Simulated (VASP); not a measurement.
Write the native input for VASP 6.6.1 that does the following.

```yaml
Task: relaxation of the atoms
Functional: LDA
Potentials_or_basis: VASP PAW LDA potentials, release 64 (Ti_sv)
Cutoff: 520 eV
k_mesh: 12 × 12 × 1
Occupations: gaussian, width 0.1 eV
Spin: no spin polarisation
Dipole_correction: yes
Atoms_held_fixed_from_0: "[0, 1]"
Further_INCAR_settings: ALGO = Normal; EDIFF = 1e-06; IBRION = 2; EDIFFG = -0.03; NSW = 70
```

The structure of Ti lies in POSCAR:

```
Ti
1.0
    2.8639615639      0.0000000000      0.0000000000
   -1.4319807819      2.4802634698      0.0000000000
    0.0000000000      0.0000000000     20.8021225770
Ti
4
Selective dynamics
Direct
    0.6666666667      0.3333333333      0.3365041223  F F F
    0.3333333333      0.6666666667      0.4455013741  F F F
    0.6666666667      0.3333333333      0.5544986259  T T T
    0.3333333333      0.6666666667      0.6634958777  T T T
```

These files were run (other wordings do the same):

INCAR

```
PREC     = Accurate       # precision mode
ENCUT    = 520            # plane-wave cutoff, eV
EDIFF    = 1E-6           # SCF threshold, eV
ISMEAR   = 0              # smearing method
SIGMA    = 0.1            # smearing width, eV
LREAL    = F              # projectors in reciprocal space
LASPH    = T              # aspherical terms in the spheres
NELM     = 60             # most SCF steps
ALGO     = Normal         # electronic algorithm
ISIF     = 2              # what is computed and relaxed
LWAVE    = F              # write WAVECAR
LCHARG   = F              # write CHGCAR
LDIPOL   = T            
IDIPOL   = 3            
DIPOL    = 0.5 0.5 0.500
IBRION   = 2              # ionic algorithm
NSW      = 70             # ionic steps
EDIFFG   = -0.03          # ionic threshold
```

KPOINTS

```
regular mesh
0
Gamma
  12 12 1
```

Potentials or basis: VASP PAW LDA potentials, release 64 (Ti_sv).

Command:

```console
$ cat potpaw_LDA.64/Ti_sv/POTCAR > POTCAR
$ mpirun -np 1 vasp_std > vasp.out
```

Results of the run:

```json
{
 "Energy gained by relaxing": "13.7 meV/atom",
 "Ionic steps": "4",
 "Band gap on the k mesh": "zero (bands 24 and 25 overlap by 0.94 eV)"
}
```

Run time: 5.4 min on 1 thread of Intel(R) Xeon(R) Platinum 8259CL CPU @ 2.50GHz (Skylake/Cascade Lake), on a shared host, peak memory 0.26 GiB.
